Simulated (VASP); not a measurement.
# ScAlH6 (P1) in VASP: single point with PBEsol

Aim: the single point of ScAlH6 with PBEsol.

Program: VASP 6.6.1. These are calculated values, not measurements. Logs are shortened: lines on timing, memory, paths and dates and some standing lists are left out, and cuts for length are marked.

### 1 The cell of the first run

The typed cell holds 8 atoms: a = 3.151 Å, b = 3.877 Å, c = 5.151 Å, α = 90.01°, β = 90.00°, γ = 113.95°.

### 2 Single point, PBEsol

File INCAR:

```
SYSTEM = ScAlH6
PREC = Accurate
ENCUT = 520
EDIFF = 1E-7
ISMEAR = -1
SIGMA = 0.05
LREAL = .FALSE.
LASPH = .TRUE.
NELM = 60
ALGO = Normal
ISIF = 2
LWAVE = .FALSE.
LCHARG = .FALSE.
GGA = PS
NBANDS = 20
```

File KPOINTS:

```
regular mesh
0
G
  6 6 4
  0 0 0
```

File POSCAR:

```
ScAlH6
1.0
    3.0680399153     -0.7194135705     -0.0043943767
   -0.7236298691      3.8089102099      0.0064999621
    0.0053508620     -0.0087431347      5.1512663330
Sc Al H
1 1 6
Direct
   -0.0432016265      0.0531805395      0.0068630104
   -0.4414986262      0.2564102369      0.5068907116
    0.6570377762      0.4539038327      0.0069424300
    0.7914420038      0.7228536243      0.5069673552
    0.3979761233     -0.0645489322      0.2381202423
    0.3980209388     -0.0644650383      0.7756158447
    0.0977457707      0.3351964184      0.3145802756
    0.0977727154      0.3352457211      0.6992616890
```

Potentials or basis: VASP PAW PBE potentials, release 64 (Sc_sv, Al, H).

Started as:

```sh
$ cat potpaw_PBE.64/Sc_sv/POTCAR potpaw_PBE.64/Al/POTCAR potpaw_PBE.64/H/POTCAR > POTCAR
$ mpirun -np 1 vasp_std > vasp.out
```

OUTCAR:

```text
SYSTEM = ScAlH6
   PREC = Accurate
   ENCUT = 520
   EDIFF = 1E-7
   ISMEAR = -1
   LREAL = .FALSE.
   LASPH = .TRUE.
   NELM = 60
   ISIF = 2
   GGA = PS

 ion  position               nearest neighbor table
   1  0.957  0.053  0.007-   8 1.87   7 1.87   6 2.02   6 2.02   5 2.02   5 2.02   3 2.12   3 2.12
                             3 2.12   2 3.10   2 3.10   2 3.10   2 3.10
   2  0.559  0.256  0.507-   4 1.65   6 1.79   5 1.79   7 1.88   8 1.88   7 1.88   8 1.88   1 3.10
                             1 3.10   1 3.10   1 3.10
   3  0.657  0.454  0.007-   1 2.12   1 2.12   1 2.12
   4  0.791  0.723  0.507-   2 1.65
   5  0.398  0.935  0.238-   2 1.79   1 2.02   1 2.02
   6  0.398  0.936  0.776-   2 1.79   1 2.02   1 2.02
   7  0.098  0.335  0.315-   1 1.87   2 1.88   2 1.88
   8  0.098  0.335  0.699-   1 1.87   2 1.88   2 1.88

  LATTYP: Found a triclinic cell.
 ALAT       =     6.4478299432
 B/A-ratio  =     0.7989163140
 C/A-ratio  =     0.6014900181
 COS(alpha) =     0.0001812393
 COS(beta)  =     0.4028833662
 COS(gamma) =     0.7990274347

  Lattice vectors:

 A1 = (   0.7289807311,  -3.8176533446,   5.1447663709)
 A2 = (   0.0053508620,  -0.0087431347,   5.1512663330)
 A3 = (  -2.3444100462,  -3.0894966394,  -0.0021055854)

Analysis of symmetry for initial positions (statically):
=====================================================================
 Subroutine PRICEL returns:
 Original cell was already a primitive cell.

 Routine SETGRP: Setting up the symmetry group for a
 triclinic supercell.

 Subroutine GETGRP returns: Found  1 space group operations
 (whereof  1 operations were pure point group operations)
 out of a pool of  2 trial point group operations.

The static configuration has the point symmetry C_1 .

Analysis of symmetry for dynamics (positions and initial velocities):
=====================================================================
 Subroutine PRICEL returns:
 Original cell was already a primitive cell.

 Routine SETGRP: Setting up the symmetry group for a
 triclinic supercell.

 Subroutine GETGRP returns: Found  1 space group operations
 (whereof  1 operations were pure point group operations)
 out of a pool of  2 trial point group operations.

The dynamic configuration has the point symmetry C_1 .

 Subroutine INISYM returns: Found  1 space group operations
 (whereof  1 operations are pure point group operations),
 and found     1 'primitive' translations

----------------------------------------------------------------------------------------

                                     Primitive cell

  volume of cell :      57.5156

  direct lattice vectors                    reciprocal lattice vectors
     3.068039915 -0.719413570 -0.004394377     0.341137942  0.064810977 -0.000244354
    -0.723629869  3.808910210  0.006499962     0.064433417  0.274782888  0.000399453
     0.005350862 -0.008743135  5.151266333     0.000209710 -0.000291438  0.194126311

  length of vectors
     3.151260719  3.877045192  5.151276532     0.347240000  0.282236533  0.194126643

  position of ions in fractional coordinates (direct lattice)
     0.956798373  0.053180539  0.006863010
     0.558501374  0.256410237  0.506890712
     0.657037776  0.453903833  0.006942430
     0.791442004  0.722853624  0.506967355
     0.397976123  0.935451068  0.238120242
     0.398020939  0.935534962  0.775615845
     0.097745771  0.335196418  0.314580276
     0.097772715  0.335245721  0.699261689

  ion indices of the primitive-cell ions
   primitive index   ion index
                 1           1
                 2           2
                 3           3
                 4           4
                 5           5
                 6           6
                 7           7
                 8           8

----------------------------------------------------------------------------------------

 KPOINTS: regular mesh

Automatic generation of k-mesh.
 Grid dimensions read from file:
 generate k-points for:    6    6    4

 Generating k-lattice:

  Cartesian coordinates                     Fractional coordinates (reciprocal lattice)
     0.056856324  0.010801830 -0.000040726     0.166666667  0.000000000  0.000000000
     0.010738903  0.045797148  0.000066576    -0.000000000  0.166666667  0.000000000
     0.000052428 -0.000072859  0.048531578    -0.000000000  0.000000000  0.250000000

  Length of vectors
     0.057873333  0.047039422  0.048531661

  Shift w.r.t. Gamma in fractional coordinates (k-lattice)
     0.000000000  0.000000000  0.000000000

 Subroutine IBZKPT returns following result:
 ===========================================

 Found     76 irreducible k-points:

 Following reciprocal coordinates:
            Coordinates               Weight
  0.000000  0.000000  0.000000      1.000000
  0.166667 -0.000000  0.000000      2.000000
  0.333333 -0.000000 -0.000000      2.000000
  0.500000 -0.000000  0.000000      1.000000
 -0.000000  0.166667  0.000000      2.000000
  0.166667  0.166667  0.000000      2.000000
[... 16 lines left out ...]
  0.333333 -0.000000  0.250000      2.000000
  0.500000 -0.000000  0.250000      2.000000
 [... further k-points ...]
   k-points           NKPTS =     76   k-points in BZ     NKDIM =     76   number of bands    NBANDS=     20
   number of dos      NEDOS =    301   number of ions     NIONS =      8
   total plane-waves  NPLWV =  28800
   dimension x,y,z NGX =    24 NGY =   30 NGZ =   40
   dimension x,y,z NGXF=    48 NGYF=   60 NGZF=   80
   ions per type =               1   1   6
   NGX,Y,Z   is equivalent  to a cutoff of  12.66, 12.86, 12.91 a.u.
   NGXF,Y,Z  is equivalent  to a cutoff of  25.32, 25.73, 25.82 a.u.
 SYSTEM =  ScAlH6
   PREC   = accura    normal or accurate (medium, high low for compatibility)
   ISTART =      0    job   : 0-new  1-cont  2-samecut
   ICHARG =      2    charge: 1-file 2-atom 10-const
   ISPIN  =      1    spin polarized calculation?
   LNONCOLLINEAR =      F non collinear calculations
   LSORBIT =      F    spin-orbit coupling
   LASPH  =      T    aspherical Exc in radial PAW
   ENCUT  =  520.0 eV  38.22 Ry    6.18 a.u.   5.86  7.21  9.58*2*pi/ulx,y,z
   NELM   =     60;   NELMIN=  2; NELMDL= -5     # of ELM steps
   EDIFF  = 0.1E-06   stopping-criterion for ELM
   LREAL  =      F    real-space projection
   EDIFFG = 0.1E-05   stopping-criterion for IOM
   NSW    =      0    number of steps for IOM
   IBRION =     -1    ionic relax: 0-MD 1-quasi-New 2-CG
   NFREE  =      0    steps in history (QN), initial steepest desc. (CG)
   ISIF   =      2    stress and relaxation
   ISYM   =      2    0-nonsym 1-usesym 2-fastsym
   POTIM  = 0.5000    time-step for ionic-motion
   TEBEG  =    0.0;   TEEND  =   0.0 temperature during run
   PSTRESS=    0.0 pullay stress
   NELECT =      20.0000    total number of electrons
   NUPDOWN=      -1.0000    fix difference up-down
   EMIN   =  10.00;   EMAX   =-10.00  energy-range for DOS
   EFERMI =   0.00;   METHOD = LEGACY
   ISMEAR =    -1;   SIGMA  =   0.05  broadening in eV -4-tet -1-fermi 0-gaus
   EFERMI_NEDOS =   21; number of points for ismear=-14 and -15
   IALGO  =     38    algorithm
   IMIX   =      4    mixing-type and parameters
     AMIX     =   0.40;   BMIX     =  1.00
     AMIX_MAG =   1.60;   BMIX_MAG =  1.00
  volume/ion in A,a.u.               =       7.19        48.52
  Fermi-wavevector in a.u.,A,eV,Ry     =   1.151214  2.175480 18.031724  1.325294
  Thomas-Fermi vector in A             =   2.287873
   LORBIT       =      0    0 simple, 1 ext, 2 COOP (PROOUT), +10 PAW based schemes
   GGA     = PS    functional components
   LHFCALC =     F    Hartree Fock is set to
   AEXX    =    0.0000 exact exchange contribution
   IVDW    =     0    specifies the selected vdW correction
   LEPSILON=     F    determine dielectric tensor
   LRPA    =     F    only Hartree local field effects (RPA)
 non-spin polarized calculation
  energy-cutoff  :      520.00
  volume of cell :       57.52
 maximum number of plane-waves:      1562
   NGX = 11   NGY = 15   NGZ = 19

 number of electron      20.0000002 magnetization

 Free energy of the ion-electron system (eV)
  ---------------------------------------------------
  ext. energy  EPLUGINS =         0.00000000
  ---------------------------------------------------
  free energy    TOTEN  =       -31.90362226 eV

  energy without entropy =      -31.90362042  energy(sigma->0) =      -31.90362134

 E-fermi :   3.9860     XC(G=0): -10.2914

 val. band max:        3.4534484108   @ k =  -0.0000   0.5000   0.5000
 cond. band min:       4.4985763829   @ k =  -0.3333   0.1667   0.0000
 fundamental gap:      1.0451279721
 Fermi energy:         3.9859812719

 k-point     1 :       0.0000    0.0000    0.0000
  band No.  band energies     occupation
      1     -45.0384      2.00000
      2     -23.8350      2.00000
      3     -23.8025      2.00000
      4     -23.6056      2.00000
      5      -7.0224      2.00000
      6      -2.0636      2.00000
[... 12 lines left out ...]
     19      13.3335      0.00000
     20      14.3206      0.00000

 k-point     2 :       0.1667   -0.0000    0.0000
  band No.  band energies     occupation
      1     -45.0289      2.00000
      2     -23.8200      2.00000
      3     -23.8024      2.00000
      4     -23.6987      2.00000
      5      -6.5308      2.00000
      6      -1.8603      2.00000
[... 12 lines left out ...]
     19      12.0957      0.00000
     20      13.8852      0.00000

 k-point     3 :       0.3333   -0.0000   -0.0000
  band No.  band energies     occupation
      1     -45.0099      2.00000
      2     -23.8841      2.00000
      3     -23.7978      2.00000
      4     -23.7898      2.00000
      5      -5.1205      2.00000
      6      -1.3497      2.00000
[... 12 lines left out ...]
     19      12.0796      0.00000
     20      12.7214      0.00000

 k-point     4 :       0.5000   -0.0000    0.0000
  band No.  band energies     occupation
      1     -45.0004      2.00000
      2     -23.9724      2.00000
      3     -23.7977      2.00000
      4     -23.7746      2.00000
      5      -3.1949      2.00000
      6      -2.7043      2.00000
[... 12 lines left out ...]
     19      10.9799      0.00000
     20      13.2845      0.00000

 k-point     5 :      -0.0000    0.1667    0.0000
  band No.  band energies     occupation
      1     -45.0371      2.00000
      2     -23.8326      2.00000
      3     -23.8232      2.00000
      4     -23.6075      2.00000
      5      -6.7243      2.00000
      6      -1.8697      2.00000
[... 12 lines left out ...]
     19      12.8300      0.00000
     20      13.8427      0.00000
[... 353 lines left out ...]
      6      -3.5248      2.00000
[... 12 lines left out ...]
     19      12.8403      0.00000
     20      13.6484      0.00000

 k-point    22 :       0.1667   -0.0000    0.2500
  band No.  band energies     occupation
      1     -45.0289      2.00000
      2     -23.8220      2.00000
      3     -23.8022      2.00000
      4     -23.6986      2.00000
      5      -6.2459      2.00000
      6      -3.1151      2.00000
[... 12 lines left out ...]
     19      12.4772      0.00000
     20      12.9776      0.00000

 k-point    23 :       0.3333   -0.0000    0.2500
  band No.  band energies     occupation
      1     -45.0099      2.00000
      2     -23.8839      2.00000
      3     -23.7977      2.00000
      4     -23.7913      2.00000
      5      -4.9002      2.00000
      6      -2.0512      2.00000
[... 12 lines left out ...]
     19      11.8081      0.00000
     20      13.0930      0.00000

 k-point    24 :       0.5000   -0.0000    0.2500
  band No.  band energies     occupation
      1     -45.0004      2.00000
      2     -23.9721      2.00000
      3     -23.7976      2.00000
      4     -23.7758      2.00000
      5      -3.0482      2.00000
      6      -2.6098      2.00000
[... 12 lines left out ...]
     19      12.0972      0.00000
     20      13.0028      0.00000

 [... further k-points ...]

------------------------ aborting loop because EDIFF is reached ----------------------------------------

  FORCE on cell =-STRESS in cart. coord.  units (eV):
  Direction    XX          YY          ZZ          XY          YZ          ZX
  --------------------------------------------------------------------------------------
  -------------------------------------------------------------------------------------
  Total       -0.0056645     -0.0074360      0.0070201     -0.0058619      0.0003063      0.0000103
  in kB       -0.1577934     -0.2071409      0.1955556     -0.1632918      0.0085319      0.0002873
  external PRESSURE =      -0.0564596 kB  Pullay stress =       0.0000000 kB

 VOLUME and BASIS-vectors are now :
 -----------------------------------------------------------------------------
  energy-cutoff  :      520.00
  volume of cell :       57.52
      direct lattice vectors                 reciprocal lattice vectors
     3.068039915 -0.719413570 -0.004394377     0.341137942  0.064810977 -0.000244354
    -0.723629869  3.808910210  0.006499962     0.064433417  0.274782888  0.000399453
     0.005350862 -0.008743135  5.151266333     0.000209710 -0.000291438  0.194126311

 POSITION                                       TOTAL-FORCE (eV/Angst)
 -----------------------------------------------------------------------------------
      2.89705     -0.48583      0.03149        -0.001609     -0.006808      0.000084
      1.53067      0.57042      2.61034        -0.001758     -0.007222      0.000038
      1.68740      1.25614      0.03583         0.000414      0.001408     -0.000007
      1.90781      2.17948      2.61274         0.001424      0.005181     -0.000015
      0.54536      3.27466      1.23095        -0.000651     -0.002647      0.012797
      0.54831      3.27025      3.99974        -0.000707     -0.002663     -0.012844
      0.05901      1.20366      1.62224         0.001460      0.006372      0.008411
      0.06112      1.20047      3.60383         0.001427      0.006377     -0.008464
 -----------------------------------------------------------------------------------
    total drift:                                0.000102      0.000505     -0.000082

  FREE ENERGIE OF THE ION-ELECTRON SYSTEM (eV)
  ---------------------------------------------------
  free  energy   TOTEN  =       -31.9036222627 eV

  energy  without entropy=      -31.9036204226  energy(sigma->0) =      -31.90362134
```

It took 82 s on 1 thread of Oxide Virtual Turin-like, shared host; peak memory 0.2 GiB.

What came out:

```
Free energy            : -31.9036 eV
Pressure               : 0.0 GPa
Largest force          : 0.013 eV/Å
Band gap on the k mesh : 1.05 eV (least direct gap 2.42 eV)
```

Forces in eV/Å, atoms in the order of the input:
```
Sc  -0.002 -0.007  0.000
Al  -0.002 -0.007  0.000
H    0.000  0.001  0.000
H    0.001  0.005  0.000
H   -0.001 -0.003  0.013
H   -0.001 -0.003 -0.013
H    0.001  0.006  0.008
H    0.001  0.006 -0.008
```

Levels at points of the mesh, in eV from the valence-band top:
| k point | band 8 | band 9 | band 10 | band 11 | band 12 | band 13 |
| --- | --- | --- | --- | --- | --- | --- |
| (0.00, 0.00, 0.00) | -2.29 | -0.57 | -0.12 | 2.39 | 2.97 | 3.10 |
| (0.50, 0.00, 0.00) | -3.09 | -2.30 | -2.13 | 1.62 | 2.72 | 3.05 |
| (0.00, 0.50, 0.00) | -3.02 | -2.72 | -1.61 | 2.94 | 3.62 | 3.78 |
| (0.50, 0.50, 0.00) | -3.10 | -2.30 | -2.13 | 1.62 | 2.72 | 3.05 |
| (0.00, 0.00, 0.50) | -1.73 | -1.27 | -0.53 | 2.88 | 3.02 | 3.59 |
| (0.50, 0.00, 0.50) | -3.73 | -2.86 | -1.90 | 2.55 | 3.00 | 3.30 |
| (0.00, 0.50, 0.50) | -4.26 | -1.33 | 0.00 | 2.58 | 2.98 | 3.57 |
| (0.50, 0.50, 0.50) | -3.73 | -2.86 | -1.90 | 2.55 | 3.00 | 3.30 |

Caveat: the PAW data sets were made with another functional, which shifts forces and pressure a little. A k mesh can miss the band edges.
